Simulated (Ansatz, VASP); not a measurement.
**One calculation of LiCl, two programs**

Contents of INCAR:

```
PREC = Accurate
ENCUT = 520
EDIFF = 1E-6
ISMEAR = 0
SIGMA = 0.02
LREAL = False
LASPH = True
NELM = 100
ALGO = Normal
ISIF = 2
LWAVE = False
LCHARG = False
GGA = PE
NBANDS = 12
```

The input KPOINTS:

```
Automatic mesh
0
Gamma
  8 8 8
```

Contents of POSCAR:

```
LiCl
1.0
    2.8741314269      0.0000000000      0.0000000000
    0.0000000000      2.8741314269      0.0000000000
    0.0000000000      0.0000000000      2.8741314269
Li Cl
1 1
Direct
    0.0000000000      0.0000000000      0.0000000000
    0.5000000000      0.5000000000      0.5000000000
```

Input for Ansatz:

```yaml
crystal:
  lattice:
    - [2.8741314269, 0.0, 0.0]
    - [0.0, 2.8741314269, 0.0]
    - [0.0, 0.0, 2.8741314269]
  atoms:
    - { symbol: Li, position: [0.0, 0.0, 0.0] }
    - { symbol: Cl, position: [0.5, 0.5, 0.5] }
basis:
  ecutwfc: 420
kpoints:
  mp_grid: { grid: [8, 8, 8] }
hamiltonian:
  xc: pbe
scf:
  occupations: { method: gaussian, width: 0.02 }
output:
  forces: true
  stress: true
  eigenvalues: true
  write_density: true
  write_potential: true
  elf: true
  volumetric_format: npy
```

Alike in both runs: task single point; functional PBE; k mesh 8 × 8 × 8; occupations gaussian, width 0.02 eV; no spin polarisation.

|  | VASP | Ansatz |
| --- | --- | --- |
| version | VASP 6.6.1 | Ansatz 0.2.0 |
| potentials or method | VASP PAW PBE potentials, release 64 (Li_sv, Cl), cutoff 520 eV | scalar-relativistic, plane waves, PAW |
| valence electrons in the cell | 10 | 10 |

|  | VASP | Ansatz | Ansatz less VASP |
| --- | --- | --- | --- |
| gap on the k mesh at the Fermi level (eV) | 3.56 | 3.54 | -0.029 |
| least direct gap on the mesh (eV) | 4.21 | 4.15 | -0.060 |

Noted on VASP's run: the cutoff is under 1.25 times that of the potentials, so the pressure is a little rough.
